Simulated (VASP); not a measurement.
# CO2 (Cmce) in VASP: further runs

Runs on CO2. Level: PBE+D3(BJ). Tasks: single point, relaxation of cell and atoms.

Everything below comes from runs of VASP 6.6.1. Logs are shortened: lines on timing, memory, paths and dates and some standing lists are left out, and cuts for length are marked.

## Step 1: The cell of the first run

Symmetry: Cmce, No. 64, orthorhombic system. Conventional cell: a = 4.785 Å, b = 4.367 Å, c = 6.054 Å, α = 90.00°, β = 90.00°, γ = 90.00°. C (site symmetry 2/m) has 2 O at 1.16 Å within 1.6 Å. Within 1.6 Å of O (site symmetry m) lie 1 C at 1.16 Å.

## Step 2: Single point, PBE+D3(BJ)

Contents of INCAR:

```
SYSTEM = CO2
  ALGO = Normal
  EDIFF = 1E-6
  ENCUT = 520
  GGA = PE
  ISIF = 2
  ISMEAR = 0
  IVDW = 12
  LASPH = .True.
  LCHARG = .False.
  LREAL = .False.
  LWAVE = .False.
  NBANDS = 25
  NELM = 80
  PREC = Accurate
  SIGMA = 0.1
```

Contents of KPOINTS:

```
k-points
0
Gamma
  6 6 4
  0 0 0
```

Contents of POSCAR:

```
CO2
1.0
    2.3923934174     -2.1835382210      0.0000000000
    2.3923934174      2.1835382210      0.0000000000
    0.0000000000      0.0000000000      6.0542720922
C O
2 4
Direct
    0.0000000000      0.0000000000      0.0000000000
    0.5000000000      0.5000000000      0.5000000000
    0.7861926494      0.2138073506      0.8852321836
    0.2138073506      0.7861926494      0.1147678164
    0.7138073506      0.2861926494      0.3852321836
    0.2861926494      0.7138073506      0.6147678164
```

Potentials or basis: VASP PAW PBE potentials, release 64 (C, O).

Run with:

```bash
cat potpaw_PBE.64/C/POTCAR potpaw_PBE.64/O/POTCAR > POTCAR
mpirun -np 1 vasp_std > vasp.out
```

OUTCAR:

```text
SYSTEM = CO2
   EDIFF = 1E-6
   ENCUT = 520
   GGA = PE
   ISIF = 2
   ISMEAR = 0
   IVDW = 12
   LASPH = .True.
   LREAL = .False.
   NELM = 80
   PREC = Accurate
 IVDW          = 12

 ion  position               nearest neighbor table
   1  0.000  0.000  0.000-   3 1.16   4 1.16
   2  0.500  0.500  0.500-   5 1.16   6 1.16
   3  0.786  0.214  0.885-   1 1.16
   4  0.214  0.786  0.115-   1 1.16
   5  0.714  0.286  0.385-   2 1.16
   6  0.286  0.714  0.615-   2 1.16

  LATTYP: Found a base centered orthorhombic cell.
 ALAT       =     4.3670764420
 B/A-ratio  =     1.0956498926
 C/A-ratio  =     1.3863444280

  Lattice vectors:

 A1 = (  -2.3923934174,  -2.1835382210,   0.0000000000)
 A2 = (   2.3923934174,  -2.1835382210,   0.0000000000)
 A3 = (   0.0000000000,   0.0000000000,   6.0542720922)

Analysis of symmetry for initial positions (statically):
=====================================================================
 Subroutine PRICEL returns:
 Original cell was already a primitive cell.

 Routine SETGRP: Setting up the symmetry group for a
 base centered orthorhombic supercell.

 Subroutine GETGRP returns: Found  8 space group operations
 (whereof  4 operations were pure point group operations)
 out of a pool of  8 trial point group operations.

The static configuration has the point symmetry C_2h.
 The point group associated with its full space group is D_2h.

Analysis of symmetry for dynamics (positions and initial velocities):
=====================================================================
 Subroutine PRICEL returns:
 Original cell was already a primitive cell.

 Routine SETGRP: Setting up the symmetry group for a
 base centered orthorhombic supercell.

 Subroutine GETGRP returns: Found  8 space group operations
 (whereof  4 operations were pure point group operations)
 out of a pool of  8 trial point group operations.

The dynamic configuration has the point symmetry C_2h.
 The point group associated with its full space group is D_2h.

 Subroutine INISYM returns: Found  8 space group operations
 (whereof  4 operations are pure point group operations),
 and found     1 'primitive' translations

----------------------------------------------------------------------------------------

                                     Primitive cell

  volume of cell :      63.2536

  direct lattice vectors                    reciprocal lattice vectors
     2.392393417 -2.183538221  0.000000000     0.208995726 -0.228986145  0.000000000
     2.392393417  2.183538221  0.000000000     0.208995726  0.228986145  0.000000000
     0.000000000  0.000000000  6.054272092     0.000000000  0.000000000  0.165172623

  length of vectors
     3.239040819  3.239040819  6.054272092     0.310022367  0.310022367  0.165172623

  position of ions in fractional coordinates (direct lattice)
     0.000000000  0.000000000  0.000000000
     0.500000000  0.500000000  0.500000000
     0.786192649  0.213807351  0.885232184
     0.213807351  0.786192649  0.114767816
     0.713807351  0.286192649  0.385232184
     0.286192649  0.713807351  0.614767816

  ion indices of the primitive-cell ions
   primitive index   ion index
                 1           1
                 2           2
                 3           3
                 4           4
                 5           5
                 6           6

----------------------------------------------------------------------------------------

 KPOINTS: k-points

Automatic generation of k-mesh.
 Grid dimensions read from file:
 generate k-points for:    6    6    4

 Generating k-lattice:

  Cartesian coordinates                     Fractional coordinates (reciprocal lattice)
     0.034832621 -0.038164358  0.000000000     0.166666667  0.000000000  0.000000000
     0.034832621  0.038164358  0.000000000     0.000000000  0.166666667  0.000000000
     0.000000000  0.000000000  0.041293156     0.000000000  0.000000000  0.250000000

  Length of vectors
     0.051670395  0.051670395  0.041293156

  Shift w.r.t. Gamma in fractional coordinates (k-lattice)
     0.000000000  0.000000000  0.000000000

 Subroutine IBZKPT returns following result:
 ===========================================

 Found     39 irreducible k-points:

 Following reciprocal coordinates:
            Coordinates               Weight
  0.000000  0.000000  0.000000      1.000000
  0.166667  0.000000  0.000000      4.000000
  0.333333  0.000000  0.000000      4.000000
  0.500000  0.000000  0.000000      2.000000
  0.166667  0.166667  0.000000      2.000000
  0.333333  0.166667  0.000000      4.000000
[... 16 lines left out ...]
  0.333333  0.333333  0.250000      4.000000
  0.500000  0.333333  0.250000      8.000000
 [... further k-points ...]
   k-points           NKPTS =     39   k-points in BZ     NKDIM =     39   number of bands    NBANDS=     25
   number of dos      NEDOS =    301   number of ions     NIONS =      6
   total plane-waves  NPLWV =  27648
   dimension x,y,z NGX =    24 NGY =   24 NGZ =   48
   dimension x,y,z NGXF=    48 NGYF=   48 NGZF=   96
   ions per type =               2   4
   NGX,Y,Z   is equivalent  to a cutoff of  12.32, 12.32, 13.18 a.u.
   NGXF,Y,Z  is equivalent  to a cutoff of  24.64, 24.64, 26.36 a.u.
 SYSTEM =  CO2
   PREC   = accura    normal or accurate (medium, high low for compatibility)
   ISTART =      0    job   : 0-new  1-cont  2-samecut
   ICHARG =      2    charge: 1-file 2-atom 10-const
   ISPIN  =      1    spin polarized calculation?
   LNONCOLLINEAR =      F non collinear calculations
   LSORBIT =      F    spin-orbit coupling
   LASPH  =      T    aspherical Exc in radial PAW
   ENCUT  =  520.0 eV  38.22 Ry    6.18 a.u.   6.02  6.02 11.26*2*pi/ulx,y,z
   NELM   =     80;   NELMIN=  2; NELMDL= -5     # of ELM steps
   EDIFF  = 0.1E-05   stopping-criterion for ELM
   LREAL  =      F    real-space projection
   EDIFFG = 0.1E-04   stopping-criterion for IOM
   NSW    =      0    number of steps for IOM
   IBRION =     -1    ionic relax: 0-MD 1-quasi-New 2-CG
   NFREE  =      0    steps in history (QN), initial steepest desc. (CG)
   ISIF   =      2    stress and relaxation
   ISYM   =      2    0-nonsym 1-usesym 2-fastsym
   POTIM  = 0.5000    time-step for ionic-motion
   TEBEG  =    0.0;   TEEND  =   0.0 temperature during run
   PSTRESS=    0.0 pullay stress
   NELECT =      32.0000    total number of electrons
   NUPDOWN=      -1.0000    fix difference up-down
   EMIN   =  10.00;   EMAX   =-10.00  energy-range for DOS
   EFERMI =   0.00;   METHOD = LEGACY
   ISMEAR =     0;   SIGMA  =   0.10  broadening in eV -4-tet -1-fermi 0-gaus
   EFERMI_NEDOS =   21; number of points for ismear=-14 and -15
   IALGO  =     38    algorithm
   IMIX   =      4    mixing-type and parameters
     AMIX     =   0.40;   BMIX     =  1.00
     AMIX_MAG =   1.60;   BMIX_MAG =  1.00
  volume/ion in A,a.u.               =      10.54        71.14
  Fermi-wavevector in a.u.,A,eV,Ry     =   1.304457  2.465066 23.151778  1.701608
  Thomas-Fermi vector in A             =   2.435391
   LORBIT       =      0    0 simple, 1 ext, 2 COOP (PROOUT), +10 PAW based schemes
   GGA     = PE    functional components
   LHFCALC =     F    Hartree Fock is set to
   AEXX    =    0.0000 exact exchange contribution
   IVDW    =    12    specifies the selected vdW correction
   LEPSILON=     F    determine dielectric tensor
   LRPA    =     F    only Hartree local field effects (RPA)
 non-spin polarized calculation
 Gauss-broadening in eV      SIGMA  =   0.10
  energy-cutoff  :      520.00
  volume of cell :       63.25
 maximum number of plane-waves:      1724
   NGX = 13   NGY = 13   NGZ = 23

 number of electron      32.0000011 magnetization

 Free energy of the ion-electron system (eV)
  ---------------------------------------------------
  ext. energy  EPLUGINS =         0.00000000
  ---------------------------------------------------
  free energy    TOTEN  =       -45.29008042 eV

  energy without entropy =      -45.29008042  energy(sigma->0) =      -45.29008042

 E-fermi :  -0.5353     XC(G=0):  -9.5787

 val. band max:       -0.9764866393   @ k =   0.5000   0.5000   0.0000
 cond. band min:       5.2276325622   @ k =   0.0000   0.0000   0.0000
 fundamental gap:      6.2041192016
 Fermi energy:        -0.5352644865

 k-point     1 :       0.0000    0.0000    0.0000
  band No.  band energies     occupation
      1     -22.5596      2.00000
      2     -22.1358      2.00000
      3     -21.0641      2.00000
      4     -20.8495      2.00000
      5      -7.0930      2.00000
      6      -6.5980      2.00000
[... 17 lines left out ...]
     24      15.9825      0.00000
     25      16.4625      0.00000

 k-point     2 :       0.1667    0.0000    0.0000
  band No.  band energies     occupation
      1     -22.4723      2.00000
      2     -22.0919      2.00000
      3     -21.0711      2.00000
      4     -20.8973      2.00000
      5      -7.2717      2.00000
      6      -6.5970      2.00000
[... 17 lines left out ...]
     24      15.2928      0.00000
     25      16.1791      0.00000

 k-point     3 :       0.3333    0.0000    0.0000
  band No.  band energies     occupation
      1     -22.2569      2.00000
      2     -22.0156      2.00000
      3     -21.0939      2.00000
      4     -21.0135      2.00000
      5      -7.4514      2.00000
      6      -6.8658      2.00000
[... 552 lines left out ...]
 k-point    23 :       0.3333    0.3333    0.2500
  band No.  band energies     occupation
      1     -22.0681      2.00000
      2     -21.8843      2.00000
      3     -21.0945      2.00000
      4     -21.0721      2.00000
      5      -7.3969      2.00000
      6      -7.1865      2.00000
[... 17 lines left out ...]
     24      14.8227      0.00000
     25      15.1484      0.00000

 k-point    24 :       0.5000    0.3333    0.2500
  band No.  band energies     occupation
      1     -21.9554      2.00000
      2     -21.8417      2.00000
      3     -21.1219      2.00000
      4     -21.1130      2.00000
      5      -7.4502      2.00000
      6      -7.1289      2.00000
[... 17 lines left out ...]
     24      14.1149      0.00000
     25      14.5177      0.00000

 [... further k-points ...]

------------------------ aborting loop because EDIFF is reached ----------------------------------------

 Edisp (eV)   -0.61788

 E8    (eV) :    -0.1621

  FORCE on cell =-STRESS in cart. coord.  units (eV):
  Direction    XX          YY          ZZ          XY          YZ          ZX
  --------------------------------------------------------------------------------------
  -------------------------------------------------------------------------------------
  Total       3.35110     5.29311     4.41435     0.00000    -0.00000     0.00000
  in kB      84.88149   134.07146   111.81302     0.00000    -0.00000     0.00000
  external pressure =      110.26 kB  Pullay stress =        0.00 kB

 VOLUME and BASIS-vectors are now :
 -----------------------------------------------------------------------------
  energy-cutoff  :      520.00
  volume of cell :       63.25
      direct lattice vectors                 reciprocal lattice vectors
     2.392393417 -2.183538221  0.000000000     0.208995726 -0.228986145  0.000000000
     2.392393417  2.183538221  0.000000000     0.208995726  0.228986145  0.000000000
     0.000000000  0.000000000  6.054272092     0.000000000  0.000000000  0.165172623

 POSITION                                       TOTAL-FORCE (eV/Angst)
 -----------------------------------------------------------------------------------
      0.00000      0.00000      0.00000         0.000000     -0.000000      0.000000
      2.39239      0.00000      3.02714         0.000000     -0.000000      0.000000
      2.39239     -1.24983      5.35944         0.000000      0.520222     -0.385647
      2.39239      1.24983      0.69484         0.000000     -0.520222      0.385647
      2.39239     -0.93371      2.33230         0.000000     -0.520222     -0.385647
      2.39239      0.93371      3.72197         0.000000      0.520222      0.385647
 -----------------------------------------------------------------------------------
    total drift:                                0.000000     -0.000000     -0.000000

  FREE ENERGIE OF THE ION-ELECTRON SYSTEM (eV)
  ---------------------------------------------------
  free  energy   TOTEN  =       -45.9079632340 eV

  energy  without entropy=      -45.9079632340  energy(sigma->0) =      -45.90796323
```

Wall time 26 s (1 thread of Intel Xeon Platinum 8488C (Sapphire Rapids), shared host); peak memory 0.19 GiB.

Results:

```yaml
Free_energy: -45.9080 eV
Pressure: 11.0 GPa
Largest_force: 0.648 eV/Å
Band_gap_on_the_k_mesh: 6.20 eV (least direct gap 7.17 eV)
Dispersion_energy_per_atom: -0.103 eV
```

Forces on the atoms (eV/Å):
```
C    0.000  0.000  0.000
C    0.000  0.000  0.000
O    0.000  0.520 -0.386
O    0.000 -0.520  0.386
O    0.000 -0.520 -0.386
O    0.000  0.520  0.386
```

Caveat: the cell stands under pressure.

## Step 3: Relaxation of cell and atoms, PBE+D3(BJ), target pressure 9 GPa, at which the enthalpy is minimised

This run uses another cell than the first one, of 13.82 Å³/atom.

Contents of INCAR:

```
SYSTEM = CO2
PREC = Accurate
ENCUT = 600
EDIFF = 1E-6
ISMEAR = 0
SIGMA = 0.1
LREAL = .FALSE.
LASPH = .TRUE.
NELM = 60
ALGO = Normal
ISIF = 3
LWAVE = .FALSE.
LCHARG = .FALSE.
GGA = PE
IVDW = 12
IBRION = 2
NSW = 80
EDIFFG = -0.05
PSTRESS = 90.0
```

Contents of KPOINTS:

```
regular mesh
0
G
  6 6 4
  0 0 0
```

Contents of POSCAR:

```
CO2
1.0
    2.6359112300     -2.3873781200      0.0000000000
    2.6359112300      2.3873781200      0.0000000000
    0.0000000000      0.0000000000      6.5871749100
C O
2 4
Direct
    0.0000000000      0.0000000000      0.0000000000
    0.5000000000      0.5000000000      0.5000000000
    0.8065085700      0.1934914300      0.8918433900
    0.1934914300      0.8065085700      0.1081566100
    0.6934914300      0.3065085700      0.3918433900
    0.3065085700      0.6934914300      0.6081566100
```

Potentials or basis: VASP PAW PBE potentials, release 64 (C, O).

Run with:

```bash
cat potpaw_PBE.64/C/POTCAR potpaw_PBE.64/O/POTCAR > POTCAR
mpirun -np 1 vasp_std > vasp.out
```

Run time: 5 min. Hardware: 1 thread of Intel Xeon Platinum 8488C (Sapphire Rapids), shared host; peak memory 0.23 GiB.

The run converged. Its results:

```yaml
Free_energy: -45.9617 eV
Relaxed_volume: 10.43 Å³/atom
Relaxed_cell: a = 3.231 Å, b = 3.231 Å, c = 6.005 Å, α = 90.00°, β = 90.00°, γ = 86.87°
Space_group_after_relaxing_to_0.1_Å: Cmce (No. 64)
Energy_change_on_relaxing_the_run_minimises_the_enthalpy: +77.6 meV/atom
Ionic_steps: 12
Pressure_after_relaxing: 9.2 GPa
Largest_force_after_relaxing: 0.045 eV/Å
Band_gap_on_the_k_mesh: 6.01 eV (least direct gap 7.02 eV)
Dispersion_energy_per_atom: -0.104 eV
```

Forces in eV/Å, atoms in the order of the input:
```
C    0.000  0.000  0.000
C    0.000  0.000  0.000
O    0.000  0.041 -0.018
O    0.000 -0.041  0.018
O    0.000 -0.041 -0.018
O    0.000  0.041  0.018
```

Stress tensor (GPa, compression positive):
```
9.75 0.00 0.00
0.00 8.47 0.00
0.00 0.00 9.24
```

The path:
```csv
step,energy change (eV),largest force (eV/Å),pressure (GPa),volume (Å³)
1,0.0000,0.7672,3.02,82.91
2,0.0505,0.7521,-0.46,76.86
3,0.2337,2.0949,-3.40,71.13
4,0.2387,1.7079,-1.53,69.67
5,0.3256,0.4984,4.91,65.56
6,0.8993,2.3261,23.36,57.81
7,0.4223,0.2544,9.24,63.42
8,0.4306,0.3039,9.55,63.27
9,0.4420,0.2351,9.48,63.05
10,0.4788,0.0294,9.29,62.38
11,0.4697,0.0771,9.33,62.53
12,0.4658,0.0449,9.15,62.60
```

Final structure:
```
C O
1.0
     2.34630   -2.22160    0.00000
     2.34630    2.22160    0.00000
     0.00000    0.00000    6.00471
C O
2 4
Direct
  0.00000 0.00000 0.00000
  0.50000 0.50000 0.50000
  0.79004 0.20996 0.88273
  0.20996 0.79004 0.11727
  0.70996 0.29004 0.38273
  0.29004 0.70996 0.61727
```

Levels at points of the mesh, in eV from the valence-band top:
| k point | band 12 | band 13 | band 14 | band 15 | band 16 | band 17 | band 18 | band 19 | band 20 |
| --- | --- | --- | --- | --- | --- | --- | --- | --- | --- |
| (0.00, 0.00, 0.00) | -3.29 | -1.77 | -1.71 | -1.02 | -1.01 | 6.01 | 6.84 | 6.86 | 7.14 |
| (0.50, 0.00, 0.00) | -3.64 | -1.21 | -1.21 | -0.52 | -0.52 | 6.77 | 6.77 | 8.43 | 8.43 |
| (0.50, 0.50, 0.00) | -3.60 | -1.87 | -1.34 | -0.60 | 0.00 | 7.22 | 8.79 | 8.98 | 9.06 |
| (0.00, 0.00, 0.50) | -3.44 | -1.39 | -1.39 | -1.33 | -1.33 | 6.56 | 6.56 | 7.61 | 7.61 |
| (0.50, 0.00, 0.50) | -3.54 | -1.37 | -1.37 | -0.44 | -0.44 | 6.90 | 6.90 | 8.50 | 8.50 |
| (0.50, 0.50, 0.50) | -4.36 | -1.28 | -1.28 | -0.61 | -0.61 | 8.13 | 8.13 | 8.88 | 8.88 |

Caveat: the cell is relaxed towards a set pressure, so the run minimises the enthalpy, not the energy; the volume moved by over 15 % at a fixed basis, so the end points are rough; the relaxation stopped at a loose force limit of 0.05 eV/Å, so its end isn't a converged minimum. A k mesh can miss the band edges.
